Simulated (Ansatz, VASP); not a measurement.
Cd: VASP beside Ansatz

```
CELL_PARAMETERS angstrom
-0.05545 2.21815 2.21815
2.21815 -0.05545 2.21815
2.16270 2.16270 0.00000
ATOMIC_POSITIONS crystal
Cd 0.00000 0.00000 0.00000
```

Change from the starting cell: strain -0.0500 x Voigt [0, 0, 0, 0, 0, 1], atoms carried along.

Alike in both runs: task single point; functional LDA; k mesh 18 × 18 × 18; occupations gaussian, width 0.15 eV; no spin polarisation.

|  | VASP | Ansatz |
| --- | --- | --- |
| version | VASP 6.6.1 | Ansatz 0.2.0 |
| potentials or method | VASP PAW LDA potentials, release 64 (Cd), cutoff 520 eV | scalar-relativistic, plane waves, PAW |
| valence electrons in the cell | 12 | 20 |

|  | VASP | Ansatz | Ansatz less VASP |
| --- | --- | --- | --- |
| gap on the k mesh at the Fermi level (eV) | none | none | - |
| pressure (GPa) | -4.4 | -4.8 | -0.41 |
| traceless stress, the component that is largest in VASP (GPa) | -0.29 | -0.33 | -0.036 |

LDA's correlation is that of Perdew and Zunger in VASP and of Perdew and Wang (1992) in Ansatz. A gap of «none» marks a metal or a gap that the smearing closes. VASP's potentials hold 12 valence electrons a cell and Ansatz's 20, so a difference there can come from the potentials and not from the codes.
